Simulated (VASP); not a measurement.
# B16HN15 (a cell with a defect) in VASP: settings compared, part 2 of 3

VASP 6.6.1.

### Step 3. Single point, PBE

File INCAR:

```
PREC = Accurate
ENCUT = 520
EDIFF = 1E-6
ISMEAR = 0
SIGMA = 0.01
LREAL = Auto
LASPH = T
NELM = 120
ALGO = Normal
ISIF = 2
LWAVE = F
LCHARG = F
GGA = PE
NELECT = 122.0
NBANDS = 84
GGA_COMPAT = F
```

File KPOINTS:

```
Automatic mesh
0
Gamma
  1 1 1
  0.25 0.25 0.25
```

File POSCAR:

```
B16HN15
1.0
   -3.6241103800      3.6241103800     -3.6241103800
    3.6241103800      3.6241103800      3.6241103800
    3.6241103800     -3.6241103800     -3.6241103800
B N H
16 15 1
Direct
    0.0033355233      0.0049532429      0.0034732261
   -0.0039304814      0.2500136955      0.7511894510
   -0.0039432138      0.5013287118      0.4998588086
    0.0033413245      0.7536293413      0.2548058797
    0.2483791589     -0.0013274238      0.7448886309
    0.2162170876      0.2500090434      0.4998523009
    0.2483850307      0.4950150488      0.2485230512
    0.2546703625      0.7536441730      0.0034817957
    0.4997227843     -0.0335594059      0.4998585152
    0.4997190540      0.2500176293      0.2165185660
    0.4997132240      0.5013264674     -0.0037858463
    0.4997211660      0.7463513800      0.7511837648
    0.7447387382     -0.0013200297      0.2485193987
    0.7510338770      0.2500084510     -0.0037888417
    0.7830162565      0.5333156277      0.7831490532
    0.7510438117      0.7463636230      0.4998542980
    0.0020485910      0.0018385469      0.2516899455
   -0.0002883830      0.2500056787     -0.0001444904
   -0.0026132106      0.4995126723      0.7493601845
   -0.0002904584      0.7500016786      0.4998515327
    0.2515493420      0.0018424182      0.0021872088
    0.2501932123      0.2499942203      0.7480088158
    0.2501898767      0.4981608130      0.4998468474
    0.2515559947      0.7523490486      0.2516976800
    0.4997110891      0.0004912729      0.7480079736
    0.4997151020      0.4981744018      0.2503368782
    0.4997171957      0.7500073235     -0.0001504104
    0.7478722091      0.0004956588      0.4998506079
    0.7478748913      0.2500020214      0.2503375637
    0.7492063673      0.4994976214     -0.0024930875
    0.7492269163      0.7476856325      0.7493582409
    0.5000554122      0.2504851617      0.4999019171
```

Potentials or basis: VASP PAW PBE potentials, release 64 (B, N, H).

On the command line:

```
$ cat potpaw_PBE.64/B/POTCAR potpaw_PBE.64/N/POTCAR potpaw_PBE.64/H/POTCAR > POTCAR
$ mpirun -np 1 vasp_std > vasp.out
```

OUTCAR:

```text
PREC = Accurate
   ENCUT = 520
   EDIFF = 1E-6
   ISMEAR = 0
   LREAL = Auto
   LASPH = T
   NELM = 120
   ISIF = 2
   GGA = PE
   NELECT = 122.0

 ion  position               nearest neighbor table
   1  0.003  0.005  0.003-  18 1.55  21 1.57  17 1.57  31 1.60
   2  0.996  0.250  0.751-  18 1.55  19 1.57  28 1.57  22 1.60
   3  0.996  0.501  0.500-  20 1.55  19 1.57  29 1.57  23 1.60
   4  0.003  0.754  0.255-  20 1.55  24 1.57  17 1.57  30 1.60
   5  0.248  0.999  0.745-  20 1.55  22 1.57  25 1.57  21 1.60
   6  0.216  0.250  0.500-  23 1.50  17 1.50  22 1.50
   7  0.248  0.495  0.249-  18 1.55  26 1.57  23 1.57  24 1.60
   8  0.255  0.754  0.003-  27 1.55  21 1.57  24 1.57  19 1.60
   9  0.500  0.966  0.500-  28 1.50  25 1.50  24 1.50
  10  0.500  0.250  0.217-  26 1.50  29 1.50  21 1.50
  11  0.500  0.501  0.996-  27 1.55  30 1.57  22 1.57  26 1.60
  12  0.500  0.746  0.751-  27 1.55  31 1.57  23 1.57  25 1.60
  13  0.745  0.999  0.249-  27 1.55  29 1.57  28 1.57  17 1.60
  14  0.751  0.250  0.996-  18 1.55  30 1.57  25 1.57  29 1.60
  15  0.783  0.533  0.783-  31 1.50  19 1.50  30 1.50
  16  0.751  0.746  0.500-  20 1.55  31 1.57  26 1.57  28 1.60
[... 243 lines left out ...]

 k-point     1 :       0.2500    0.2500    0.2500
  band No.  band energies     occupation
      1     -11.6564      2.00000
      2     -11.6559      2.00000
      3     -11.6554      2.00000
      4     -11.2180      2.00000
      5      -8.6505      2.00000
      6      -8.6500      2.00000
[... 65 lines left out ...]
     72      15.0359      0.00000
     73      15.0363      0.00000
 [bands above 73 left out]

------------------------ aborting loop because EDIFF is reached ----------------------------------------

  FORCE on cell =-STRESS in cart. coord.  units (eV):
  Direction    XX          YY          ZZ          XY          YZ          ZX
  --------------------------------------------------------------------------------------
  -------------------------------------------------------------------------------------
  Total      -20.1130039    -20.1120166    -20.1138232      0.0027281      0.0090072      0.0352784
  in kB     -169.2478964   -169.2395882   -169.2547901      0.0229565      0.0757942      0.2968623
  external PRESSURE =    -169.2474249 kB  Pullay stress =       0.0000000 kB

 VOLUME and BASIS-vectors are now :
 -----------------------------------------------------------------------------
  energy-cutoff  :      520.00
  volume of cell :      190.40
      direct lattice vectors                 reciprocal lattice vectors
    -3.624110380  3.624110380 -3.624110380     0.000000000  0.137964893 -0.137964893
     3.624110380  3.624110380  3.624110380     0.137964893  0.137964893  0.000000000
     3.624110380 -3.624110380 -3.624110380     0.137964893  0.000000000 -0.137964893

 POSITION                                       TOTAL-FORCE (eV/Angst)
 -----------------------------------------------------------------------------------
      0.01845      0.01745     -0.00672        -0.005525     -0.005097      0.003627
      0.01860      1.79355     -5.42618        -0.006267      0.006028     -0.005257
      0.01859      3.61515     -3.60449        -0.007259      0.006723     -0.005466
      3.64257      1.81990      1.79568        -0.005380     -0.004950      0.006094
      5.41870      1.81989      0.01959         0.005744     -0.004949     -0.005973
      1.93399     -0.12186     -1.68905        -0.000431      0.000733     -0.000324
[... 24 lines left out ...]
      2.71017      2.70922     -2.72134         0.010313      0.008858      0.005911
      0.90723      0.90834     -2.71617        -0.000329     -0.002293     -0.000147
 -----------------------------------------------------------------------------------
    total drift:                               -0.000409      0.000890     -0.004167

  FREE ENERGIE OF THE ION-ELECTRON SYSTEM (eV)
  ---------------------------------------------------
  free  energy   TOTEN  =      -286.3339812135 eV

  energy  without entropy=     -286.3339812135  energy(sigma->0) =     -286.33398121
```

It took 21 s on 1 thread of Intel Xeon 6975P-C (Granite Rapids), shared host; peak memory 0.33 GiB.

What came out:

| Quantity | Value |
| --- | --- |
| Free energy | -286.3340 eV |
| Largest force | 0.016 eV/Å |

Forces in eV/Å, atoms in the order of the input:
```
B   -0.006 -0.005  0.004
B   -0.006  0.006 -0.005
B   -0.007  0.007 -0.005
B   -0.005 -0.005  0.006
B    0.006 -0.005 -0.006
B    0.000  0.001  0.000
B    0.006  0.006  0.006
B   -0.005 -0.006  0.006
B    0.001  0.001  0.002
B    0.000  0.000 -0.001
B    0.005 -0.006 -0.006
B    0.005  0.005  0.007
B   -0.006  0.006 -0.005
B    0.006 -0.006 -0.007
B   -0.001  0.000  0.000
B    0.005  0.005  0.006
N   -0.005 -0.010  0.010
N    0.000  0.000  0.001
N   -0.005  0.009 -0.010
N    0.000  0.000  0.001
N   -0.010 -0.006  0.010
N    0.010 -0.008 -0.006
N    0.011  0.006  0.009
N   -0.011 -0.011  0.005
N    0.006 -0.010 -0.010
N    0.006  0.009  0.010
N    0.000 -0.001  0.000
N   -0.010  0.006 -0.011
N   -0.009  0.010 -0.006
N    0.010 -0.005 -0.010
N    0.010  0.009  0.006
H    0.000 -0.002  0.000
```

Caveat: the k points lie up to 1.23 Å⁻¹ apart; the cell carries a net charge on a neutralising background, which shifts energy and pressure; the cell is charged against a uniform background, so pressure and absolute levels hang on convention.

### Step 4. Single point, LDA

File INCAR:

```
SYSTEM = B16HN15
PREC = Accurate
ENCUT = 520
EDIFF = 1E-6
ISMEAR = -1
SIGMA = 0.01
LREAL = Auto
LASPH = .True.
NELM = 120
ALGO = Normal
ISIF = 2
LWAVE = .False.
LCHARG = .False.
NELECT = 122.0
NBANDS = 84
GGA_COMPAT = .False.
```

KPOINTS is that of step 3.

Edit POSCAR of step 3 so:

```diff
@@ -2,5 +2,5 @@
 1.0
-   -3.6241103800      3.6241103800     -3.6241103800
-    3.6241103800      3.6241103800      3.6241103800
-    3.6241103800     -3.6241103800     -3.6241103800
+   -3.6241103844      3.6241103844     -3.6241103844
+    3.6241103844      3.6241103844      3.6241103844
+    3.6241103844     -3.6241103844     -3.6241103844
 B N H
```

Potentials or basis: VASP PAW LDA potentials, release 64 (B, N, H).

On the command line:

```
$ cat potpaw_LDA.64/B/POTCAR potpaw_LDA.64/N/POTCAR potpaw_LDA.64/H/POTCAR > POTCAR
$ mpirun -np 1 vasp_std > vasp.out
```

Wall time 15 s (1 thread of Intel Xeon 6975P-C (Granite Rapids), shared host); peak memory 0.25 GiB.

Results (log left out):

* Free energy: -316.5552 eV
* Largest force: 0.144 eV/Å

Forces on the atoms (eV/Å):
```
B   -0.004 -0.004  0.004
B   -0.005  0.004 -0.006
B   -0.006  0.007 -0.004
B   -0.004 -0.006  0.005
B    0.004 -0.006 -0.004
B    0.082 -0.082  0.082
B    0.005  0.005  0.007
B   -0.006 -0.005  0.004
B   -0.082 -0.081 -0.081
B   -0.084  0.083  0.083
B    0.006 -0.004 -0.004
B    0.006  0.004  0.005
B   -0.007  0.004 -0.004
B    0.005 -0.005 -0.007
B    0.083  0.083 -0.083
B    0.003  0.005  0.004
N    0.014 -0.014  0.015
N    0.000  0.000  0.001
N    0.015  0.014 -0.014
N    0.000  0.000  0.001
N   -0.014  0.014  0.014
N    0.014 -0.012  0.013
N    0.015 -0.013  0.013
N   -0.016 -0.015 -0.014
N   -0.013 -0.014 -0.014
N   -0.013  0.014  0.014
N    0.000 -0.001  0.000
N   -0.014 -0.014 -0.015
N   -0.013  0.014  0.014
N    0.014  0.015 -0.014
N    0.014  0.013 -0.014
H    0.000 -0.003  0.000
```

Levels at points of the mesh, in eV from the Fermi level:
```tsv
k point	band 57	band 58	band 59	band 60	band 61	band 62	band 63	band 64	band 65	band 66
(0.25, 0.25, 0.25)	-0.43	-0.43	-0.32	-0.32	-0.32	4.98	4.99	4.99	8.01	8.31
```

Caveat: the k points lie up to 1.23 Å⁻¹ apart; the cell carries a net charge on a neutralising background, which shifts energy and pressure; the cell is charged against a uniform background, so pressure and absolute levels hang on convention.

### Step 5. Single point, PBE

File INCAR:

```
SYSTEM = B16HN15
  ALGO = Normal
  EDIFF = 1E-6
  ENCUT = 520
  GGA = PE
  GGA_COMPAT = .False.
  ISIF = 2
  ISMEAR = -1
  LASPH = .True.
  LCHARG = .False.
  LREAL = Auto
  LWAVE = .False.
  NBANDS = 84
  NELECT = 122.0
  NELM = 120
  PREC = Accurate
  SIGMA = 0.01
```

KPOINTS is that of step 4.

POSCAR is that of step 4.

Potentials or basis: VASP PAW PBE potentials, release 64 (B, N, H).

On the command line:

```
$ cat potpaw_PBE.64/B/POTCAR potpaw_PBE.64/N/POTCAR potpaw_PBE.64/H/POTCAR > POTCAR
$ mpirun -np 1 vasp_std > vasp.out
```

Wall time 22 s (1 thread of Intel Xeon 6975P-C (Granite Rapids), shared host); peak memory 0.33 GiB.

It converged, with:

```
Free energy   : -286.3340 eV
Largest force : 0.016 eV/Å
```

Forces in eV/Å, atoms in the order of the input:
```
B   -0.006 -0.005  0.004
B   -0.006  0.006 -0.005
B   -0.007  0.007 -0.005
B   -0.005 -0.005  0.006
B    0.006 -0.005 -0.006
B    0.000  0.001  0.000
B    0.006  0.006  0.006
B   -0.005 -0.006  0.006
B    0.001  0.001  0.002
B    0.000  0.000 -0.001
B    0.005 -0.006 -0.006
B    0.005  0.005  0.007
B   -0.006  0.006 -0.005
B    0.006 -0.006 -0.007
B   -0.001  0.000  0.000
B    0.005  0.005  0.006
N   -0.005 -0.010  0.010
N    0.000  0.000  0.001
N   -0.005  0.009 -0.010
N    0.000  0.000  0.001
N   -0.010 -0.006  0.010
N    0.010 -0.008 -0.006
N    0.011  0.006  0.009
N   -0.011 -0.011  0.005
N    0.006 -0.010 -0.010
N    0.006  0.009  0.010
N    0.000 -0.001  0.000
N   -0.010  0.006 -0.011
N   -0.009  0.010 -0.006
N    0.010 -0.005 -0.010
N    0.010  0.009  0.006
H    0.000 -0.002  0.000
```

Levels at points of the mesh, in eV from the Fermi level:
| k point | band 57 | band 58 | band 59 | band 60 | band 61 | band 62 | band 63 | band 64 | band 65 | band 66 |
| --- | --- | --- | --- | --- | --- | --- | --- | --- | --- | --- |
| (0.25, 0.25, 0.25) | -0.44 | -0.44 | -0.33 | -0.33 | -0.33 | 5.09 | 5.10 | 5.10 | 8.08 | 8.43 |

Caveat: the k points lie up to 1.23 Å⁻¹ apart; the cell carries a net charge on a neutralising background, which shifts energy and pressure; the cell is charged against a uniform background, so pressure and absolute levels hang on convention.

(Continued in part 3 of 3.)
